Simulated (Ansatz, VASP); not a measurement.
# One calculation of Mo2Cl, two programs

```
CELL_PARAMETERS angstrom
3.11800 0.00000 0.00000
0.00000 3.11800 0.00000
0.00000 0.00000 11.97551
ATOMIC_POSITIONS crystal
Mo 0.50000 0.00000 0.80597
Mo 0.00000 0.50000 0.93393
Mo 0.00000 0.50000 0.19403
Mo 0.50000 0.00000 0.06607
Cl 0.00000 0.50000 0.66138
Cl 0.50000 0.00000 0.33862
```

Alike in both runs: functional PBE; k mesh 10 × 10 × 4; occupations gaussian, width 0.1 eV; no spin polarisation.

Ansatz relaxed the structure, and its values are those at the end. VASP's run is a single point on that final structure, the one shown.

|  | VASP | Ansatz |
| --- | --- | --- |
| version | VASP 6.6.1 | Ansatz 0.2.0 |
| potentials or method | VASP PAW PBE potentials, release 64 (Mo_sv, Cl), cutoff 520 eV | scalar-relativistic, plane waves, PAW |
| valence electrons in the cell | 70 | 70 |

Ansatz gave:

- gap on the k mesh at the Fermi level (eV): none
- pressure (GPa): 0.0
- rms of the force components (eV/Å): 0.002

**Question.** Which values does VASP return?

**Answer.** gap on the k mesh at the Fermi level (eV): none; pressure (GPa): 0.2; rms of the force components (eV/Å): 0.006.

A gap of «none» marks a metal or a gap that the smearing closes.
